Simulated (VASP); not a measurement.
Here is a VASP 6.6.1 calculation.

File INCAR:

```
ALGO = Normal
EDIFF = 1E-6
ENCUT = 520
GGA = PE
ISIF = 2
ISMEAR = 0
LASPH = True
LCHARG = False
LREAL = False
LWAVE = False
NBANDS = 20
NELM = 60
PREC = Accurate
SIGMA = 0.02
```

KPOINTS

```
k-points
0
Gamma
  12 12 12
```

File POSCAR:

```
MoS2
1.0
    1.5926121342      0.9194950444      7.3567629882
   -1.5926121342      0.9194950444      7.3567629882
    0.0000000000     -1.8389900888      7.3567629882
Mo S
1 2
Direct
   -0.0000106914     -0.0000106914     -0.0000106914
    0.7374509994      0.7374509994      0.7374509994
    0.5958596920      0.5958596920      0.5958596920
```

Potentials or basis: VASP PAW PBE potentials, release 64 (Mo_sv, S).

Command:

```console
$ cat potpaw_PBE.64/Mo_sv/POTCAR potpaw_PBE.64/S/POTCAR > POTCAR
$ mpirun -np 1 vasp_std > vasp.out
```

(1) Predict the largest force.

(2) Estimate the pressure.

## Answers

(1) 0.011 eV/Å.

(2) -0.1 GPa.
